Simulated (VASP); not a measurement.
# TiAl (P-6m2) in VASP: notebook

TiAl is run at these levels: PBE0, PBEsol-based global hybrid with 25 % exact exchange; tasks: single point.

Everything below comes from runs of VASP 6.6.1. Logs are shortened: lines on timing, memory, paths and dates and some standing lists are left out, and cuts for length are marked.

### 1 The cell of the first run

Symmetry: P-6m2, No. 187, hexagonal system. Conventional cell: a = 2.869 Å, b = 2.869 Å, c = 4.623 Å, α = 90.00°, β = 90.00°, γ = 120.00°. Ti (site symmetry -6m2) has 6 Al at 2.84 Å and 6 Ti at 2.87 Å within 3.7 Å. Within 3.7 Å of Al (site symmetry -6m2) lie 6 Ti at 2.84 Å and 6 Al at 2.87 Å.

### 2 Single point, PBE0

The input, POSCAR:

```
TiAl
1.0
    2.8687999861      0.0000000000      0.0000000000
   -1.4343999930      2.4844536664      0.0000000000
    0.0000000000      0.0000000000      4.6234374764
Ti Al
1 1
Direct
    0.0000000000      0.0000000000      0.0000000000
    0.3333333333      0.6666666667      0.5000000000
```

The input, INCAR.step1:

```
SYSTEM = TiAl
  PREC = Accurate
  ENCUT = 520
  EDIFF = 1E-5
  ISMEAR = -1
  SIGMA = 0.05
  LREAL = .False.
  LASPH = .True.
  NELM = 80
  ALGO = Normal
  ISIF = 2
  LWAVE = .True.
  LCHARG = .False.
  NBANDS = 14
  GGA = PE
```

The input, INCAR.step2:

```
SYSTEM = TiAl
  PREC = Accurate
  ENCUT = 520
  EDIFF = 1E-6
  ISMEAR = -1
  SIGMA = 0.05
  LREAL = .False.
  LASPH = .True.
  NELM = 80
  ALGO = Normal
  ISIF = 2
  LWAVE = .False.
  LCHARG = .False.
  GGA = PE
  LHFCALC = .True.
  AEXX = 0.25
  PRECFOCK = Normal
  NBANDS = 14
  ISTART = 1
```

The input, KPOINTS:

```
regular mesh
0
Gamma
  6 6 3
  0 0 0
```

Potentials or basis: VASP PAW PBE potentials, release 64 (Ti_sv, Al).

Run with:

```bash
$ cat potpaw_PBE.64/Ti_sv/POTCAR potpaw_PBE.64/Al/POTCAR > POTCAR
$ cp INCAR.step1 INCAR
$ mpirun -np 1 vasp_std > vasp.out
$ cp INCAR.step2 INCAR
$ mpirun -np 1 vasp_std > vasp.out
```

OUTCAR:

```text
SYSTEM = TiAl
   PREC = Accurate
   ENCUT = 520
   EDIFF = 1E-6
   ISMEAR = -1
   LREAL = .False.
   LASPH = .True.
   NELM = 80
   ISIF = 2
   GGA = PE
   LHFCALC = .True.
   AEXX = 0.25
   PRECFOCK = Normal
   ISTART = 1

 ion  position               nearest neighbor table
   1  0.000  0.000  0.000-   2 2.84   2 2.84   2 2.84   2 2.84   2 2.84   2 2.84
   2  0.333  0.667  0.500-   1 2.84   1 2.84   1 2.84   1 2.84   1 2.84   1 2.84

  LATTYP: Found a hexagonal cell.
 ALAT       =     2.8687999861
 C/A-ratio  =     1.6116276836

  Lattice vectors:

 A1 = (   2.8687999861,   0.0000000000,   0.0000000000)
 A2 = (  -1.4343999930,   2.4844536664,   0.0000000000)
 A3 = (   0.0000000000,   0.0000000000,   4.6234374764)

Analysis of symmetry for initial positions (statically):
=====================================================================
 Subroutine PRICEL returns:
 Original cell was already a primitive cell.

 Routine SETGRP: Setting up the symmetry group for a
 hexagonal supercell.

 Subroutine GETGRP returns: Found 12 space group operations
 (whereof 12 operations were pure point group operations)
 out of a pool of 24 trial point group operations.

The static configuration has the point symmetry D_3h.

Analysis of symmetry for dynamics (positions and initial velocities):
=====================================================================
 Subroutine PRICEL returns:
 Original cell was already a primitive cell.

 Routine SETGRP: Setting up the symmetry group for a
 hexagonal supercell.

 Subroutine GETGRP returns: Found 12 space group operations
 (whereof 12 operations were pure point group operations)
 out of a pool of 24 trial point group operations.

The dynamic configuration has the point symmetry D_3h.

 Subroutine INISYM returns: Found 12 space group operations
 (whereof 12 operations are pure point group operations),
 and found     1 'primitive' translations

----------------------------------------------------------------------------------------

                                     Primitive cell

  volume of cell :      32.9531

  direct lattice vectors                    reciprocal lattice vectors
     2.868799986  0.000000000  0.000000000     0.348577804  0.201251489  0.000000000
    -1.434399993  2.484453666  0.000000000     0.000000000  0.402502978  0.000000000
[... 90 lines left out ...]
   EFERMI_NEDOS =   21; number of points for ismear=-14 and -15
   IALGO  =     38    algorithm
   IMIX   =      1    mixing-type and parameters
     AMIX     =   0.40;   BMIX     =  1.00
     AMIX_MAG =   1.60;   BMIX_MAG =  1.00
  volume/ion in A,a.u.               =      16.48       111.19
  Fermi-wavevector in a.u.,A,eV,Ry     =   1.259331  2.379790 21.577675  1.585914
  Thomas-Fermi vector in A             =   2.392896
   LORBIT       =      0    0 simple, 1 ext, 2 COOP (PROOUT), +10 PAW based schemes
   GGA     = PE    functional components
   LHFCALC =     T    Hartree Fock is set to
   PRECFOCK=normal    Normal, Fast or Accurate (Low or Medium for compatibility)
   ENCUT4O =  -1.0   cutoff for four orbital integrals eV
   NKREDX  =     1    reduce k-point grid by
   NKREDY  =     1    reduce k-point grid by
   NKREDZ  =     1    reduce k-point grid by
   AEXX    =    0.2500 exact exchange contribution
   HFSCREEN=    0.0000 screening length (either q_TF or 0.3 A-1)
   HFSCREENC=   0.0000 screening length for correlation (either q_TF or 0.3 A-1)
   ENCUTFOCK=  -1.0 apply spherical cutoff to Coloumb kernel
   IVDW    =     0    specifies the selected vdW correction
   LEPSILON=     F    determine dielectric tensor
   LRPA    =     F    only Hartree local field effects (RPA)
 non-spin polarized calculation
  energy-cutoff  :      520.00
  volume of cell :       32.95
 maximum number of plane-waves:       905
 NGX is ok and might be reduce to    24
  NGX = 18; NGY = 18; NGZ = 28

 number of electron      15.0000003 magnetization

 Free energy of the ion-electron system (eV)
  ---------------------------------------------------
  ext. energy  EPLUGINS =         0.00000000
  ---------------------------------------------------
  free energy    TOTEN  =       -15.49083619 eV

  energy without entropy =      -15.48827856  energy(sigma->0) =      -15.48955737

 E-fermi :   7.8056     XC(G=0):  -8.6492

 val. band max:        7.7251187693   @ k =   0.1667   0.1667   0.0000
 cond. band min:       8.2326684672   @ k =   0.3333  -0.0000   0.3333
 fundamental gap:      0.5075496979
 Fermi energy:         7.8056044721

 k-point     1 :       0.0000    0.0000    0.0000
  band No.  band energies     occupation
      1     -53.9711      2.00000
      2     -28.6448      2.00000
      3     -28.1872      2.00000
      4     -28.1872      2.00000
      5      -2.8547      2.00000
      6       4.5573      2.00000
      7       5.2038      2.00000
      8      10.2113      0.00000
      9      10.2113      0.00000
     10      11.9908      0.00000
     11      11.9908      0.00000
     12      13.0500      0.00000
     13      22.2701      0.00000
     14      22.2701      0.00000
[... 207 lines left out ...]
      1     -53.8571      2.00000
      2     -28.6255      2.00000
      3     -28.6165      2.00000
      4     -28.5132      2.00000
      5       5.3030      2.00000
      6       5.3713      2.00000
      7       6.1029      2.00000
      8       6.5882      2.00000
      9       7.4306      1.99889
     10      10.8381      0.00000
     11      11.9500      0.00000
     12      12.8953      0.00000
     13      15.5370      0.00000
     14      15.9516      0.00000

------------------------ aborting loop because EDIFF is reached ----------------------------------------

  FORCE on cell =-STRESS in cart. coord.  units (eV):
  Direction    XX          YY          ZZ          XY          YZ          ZX
  --------------------------------------------------------------------------------------
  -------------------------------------------------------------------------------------
  Total       -0.0732228     -0.0732228     -0.0694194     -0.0000000      0.0000000      0.0000000
  in kB       -3.5600902     -3.5600902     -3.3751647     -0.0000000      0.0000000      0.0000000
  external PRESSURE =      -3.4984484 kB  Pullay stress =       0.0000000 kB

 VOLUME and BASIS-vectors are now :
 -----------------------------------------------------------------------------
  energy-cutoff  :      520.00
  volume of cell :       32.95
      direct lattice vectors                 reciprocal lattice vectors
     2.868799986  0.000000000  0.000000000     0.348577804  0.201251489  0.000000000
    -1.434399993  2.484453666  0.000000000     0.000000000  0.402502978  0.000000000
     0.000000000  0.000000000  4.623437476     0.000000000  0.000000000  0.216289288

 POSITION                                       TOTAL-FORCE (eV/Angst)
 -----------------------------------------------------------------------------------
      0.00000      0.00000      0.00000        -0.000000      0.000000      0.000000
     -0.00000      1.65630      2.31172         0.000000     -0.000000      0.000000
 -----------------------------------------------------------------------------------
    total drift:                               -0.000001      0.000000      0.000000

  FREE ENERGIE OF THE ION-ELECTRON SYSTEM (eV)
  ---------------------------------------------------
  free  energy   TOTEN  =       -15.4908361872 eV

  energy  without entropy=      -15.4882785571  energy(sigma->0) =      -15.48955737
```

OUTCAR.step1:

```text
SYSTEM = TiAl
   PREC = Accurate
   ENCUT = 520
   EDIFF = 1E-5
   ISMEAR = -1
   LREAL = .False.
[... 448 lines left out ...]
      0.00000      0.00000      0.00000         0.000000      0.000000      0.000000
     -0.00000      1.65630      2.31172        -0.000000     -0.000000      0.000000
 -----------------------------------------------------------------------------------
    total drift:                                0.000000     -0.000000      0.000000

  FREE ENERGIE OF THE ION-ELECTRON SYSTEM (eV)
  ---------------------------------------------------
  free  energy   TOTEN  =       -12.0840928736 eV

  energy  without entropy=      -12.0535813839  energy(sigma->0) =      -12.06883713
```

Wall time 8.1 min (1 thread of Intel Xeon Platinum 8488C (Sapphire Rapids), shared host); peak memory 0.17 GiB.

What came out:

```yaml
Free_energy: -15.4908 eV
Pressure: -0.3 GPa
Band_gap_on_the_k_mesh: zero (an odd number of electrons rules out a gap without spin polarisation)
```

Levels at points of the mesh, in eV from the Fermi level:
| k point | band 4 | band 5 | band 6 | band 7 | band 8 | band 9 | band 10 | band 11 | band 12 | band 13 |
| --- | --- | --- | --- | --- | --- | --- | --- | --- | --- | --- |
| (0.00, 0.00, 0.00) | -35.99 | -10.66 | -3.25 | -2.60 | 2.41 | 2.41 | 4.19 | 4.19 | 5.24 | 14.46 |
| (0.50, 0.00, 0.00) | -36.13 | -4.70 | -3.71 | -2.07 | -1.57 | 3.42 | 5.15 | 5.30 | 5.36 | 6.42 |

Caveat: the k points lie up to 0.45 Å⁻¹ apart, too coarse for converged energies and pressures of a metal; the PAW data sets were made with another functional, which shifts forces and pressure a little.

### 3 Single point, PBEsol-based global hybrid with 25 % exact exchange (16.17 Å³/atom)

This run uses another cell than the first one, of 16.17 Å³/atom.

The input, POSCAR:

```
TiAl
1.0
    2.8500880911      0.0000000000      0.0000000000
   -1.4250440455      2.4682486899      0.0000000000
    0.0000000000      0.0000000000      4.5979342412
Ti Al
1 1
Direct
    0.0000000000      0.0000000000      0.0000000000
    0.3333333333      0.6666666667      0.5000000000
```

The input, INCAR.step1:

```
PREC = Accurate ; ENCUT = 520
EDIFF = 1E-5 ; ISMEAR = 0
SIGMA = 0.01 ; LREAL = F
LASPH = T ; NELM = 80
ALGO = Normal ; ISIF = 2
LWAVE = T ; LCHARG = F
GGA = PE ; NBANDS = 14
```

The input, INCAR.step2:

```
PREC = Accurate ; ENCUT = 520
EDIFF = 1E-7 ; ISMEAR = 0
SIGMA = 0.01 ; LREAL = F
LASPH = T ; NELM = 80
ALGO = Normal ; ISIF = 2
LWAVE = F ; LCHARG = F
GGA = PS ; LHFCALC = T
AEXX = 0.25 ; PRECFOCK = Normal
ISTART = 1 ; NBANDS = 14
```

The input, KPOINTS:

```
Automatic mesh
0
Gamma
  6 6 3
```

Potentials or basis: VASP PAW PBE potentials, release 64 (Ti_sv, Al).

Run with:

```bash
$ cat potpaw_PBE.64/Ti_sv/POTCAR potpaw_PBE.64/Al/POTCAR > POTCAR
$ cp INCAR.step1 INCAR
$ mpirun -np 1 vasp_std > vasp.out
$ cp INCAR.step2 INCAR
$ mpirun -np 1 vasp_std > vasp.out
```

It took 12 min on 1 thread of AMD EPYC 7R13 (Zen 3), shared host; peak memory 0.14 GiB.

It converged, with:

```
Free energy            : -16.0088 eV
Pressure               : -0.6 GPa
Band gap on the k mesh : zero (an odd number of electrons rules out a gap without spin polarisation)
```

Levels at points of the mesh, in eV from the Fermi level:
```tsv
k point	band 5	band 6	band 7	band 8	band 9	band 10	band 11	band 12
(0.00, 0.00, 0.00)	-10.85	-3.40	-2.71	2.30	2.30	4.13	4.13	5.23
(0.50, 0.00, 0.00)	-4.85	-3.80	-2.26	-1.73	3.33	5.10	5.30	5.38
```

Caveat: the k points lie up to 0.46 Å⁻¹ apart, too coarse for converged energies and pressures of a metal; the PAW data sets were made with another functional, which shifts forces and pressure a little.

### 4 Single point, PBE0

This run uses another cell than the first one, of 17.65 Å³/atom.

The input, POSCAR:

```
TiAl
1.0
    2.9234973377      0.0000000000      0.0000000000
   -1.4617486688      2.5318229623      0.0000000000
    0.0000000000      0.0000000000      4.7698334112
Ti Al
1 1
Direct
    0.0000000000      0.0000000000      0.0000000000
    0.3333333333      0.6666666667      0.5000000000
```

The input, INCAR.step1:

```
SYSTEM = TiAl
PREC = Accurate
ENCUT = 520
EDIFF = 1E-5
ISMEAR = -1
SIGMA = 0.05
LREAL = .FALSE.
LASPH = .TRUE.
NELM = 80
ALGO = Normal
ISIF = 2
LWAVE = .TRUE.
LCHARG = .FALSE.
NBANDS = 14
GGA = PE
```

The input, INCAR.step2:

```
SYSTEM = TiAl
PREC = Accurate
ENCUT = 520
EDIFF = 1E-6
ISMEAR = -1
SIGMA = 0.05
LREAL = .FALSE.
LASPH = .TRUE.
NELM = 80
ALGO = Normal
ISIF = 2
LWAVE = .FALSE.
LCHARG = .FALSE.
GGA = PE
LHFCALC = .TRUE.
AEXX = 0.25
PRECFOCK = Normal
NBANDS = 14
ISTART = 1
```

The input, KPOINTS:

```
Automatic mesh
0
G
  6 6 4
  0 0 0
```

Run with:

```bash
$ cat potpaw_PBE.64/Ti_sv/POTCAR potpaw_PBE.64/Al/POTCAR > POTCAR
$ cp INCAR.step1 INCAR
$ mpirun -np 1 vasp_std > vasp.out
$ cp INCAR.step2 INCAR
$ mpirun -np 1 vasp_std > vasp.out
```

Run time: 28 min. Hardware: 1 thread of Intel Xeon Platinum 8259CL at 2.50GHz (Skylake/Cascade Lake), shared host; peak memory 0.17 GiB.

The run converged. Its results:

```
Free energy            : -15.4221 eV
Pressure               : -8.0 GPa
Band gap on the k mesh : zero (an odd number of electrons rules out a gap without spin polarisation)
```

Stress tensor (GPa, compression positive):
```
-7.38  0.00  0.00
 0.00 -7.38  0.00
 0.00  0.00 -9.10
```

Levels at points of the mesh, in eV from the Fermi level:
| k point | band 4 | band 5 | band 6 | band 7 | band 8 | band 9 | band 10 | band 11 |
| --- | --- | --- | --- | --- | --- | --- | --- | --- |
| (0.00, 0.00, 0.00) | -36.32 | -10.36 | -3.38 | -2.69 | 2.22 | 2.22 | 3.91 | 3.91 |
| (0.50, 0.00, 0.00) | -36.43 | -4.52 | -3.67 | -1.97 | -1.56 | 3.22 | 4.85 | 4.87 |
| (0.00, 0.00, 0.50) | -36.32 | -9.35 | -6.63 | -1.04 | 2.24 | 2.24 | 3.84 | 3.84 |
| (0.50, 0.00, 0.50) | -36.43 | -4.38 | -3.05 | -2.55 | 0.36 | 1.58 | 2.99 | 3.83 |

Caveat: the k points lie up to 0.41 Å⁻¹ apart, too coarse for converged energies and pressures of a metal; the PAW data sets were made with another functional, which shifts forces and pressure a little.

### 5 Summary

```tsv
level	cell	k mesh	smearing	gap on the mesh (eV)	pressure (GPa)
PBE0	a = 2.869, b = 2.869, c = 4.623 Å, angles 90.0, 90.0, 120.0°, 2 atoms	6 × 6 × 3	fermi-dirac 0.05 eV	none	-0.3
PBEsol-based global hybrid with 25 % exact exchange	a = 2.850, b = 2.850, c = 4.598 Å, angles 90.0, 90.0, 120.0°, 2 atoms	6 × 6 × 3	gaussian 0.01 eV	none	-0.6
PBE0	a = 2.923, b = 2.923, c = 4.770 Å, angles 90.0, 90.0, 120.0°, 2 atoms	6 × 6 × 4	fermi-dirac 0.05 eV	none	-8.0
```

Alike in all rows: task single point; potentials or basis VASP PAW PBE potentials, release 64 (Ti_sv, Al); no spin polarisation; cutoff (eV) 520.

Caveats: all runs use coarse meshes; the PAW data sets were made with another functional, which shifts forces and pressure a little.

Total energies depend on the potentials used, so only differences within one code and one set of settings carry meaning.

The gap in the log of VASP goes by the Fermi energy; the results here count the filled bands.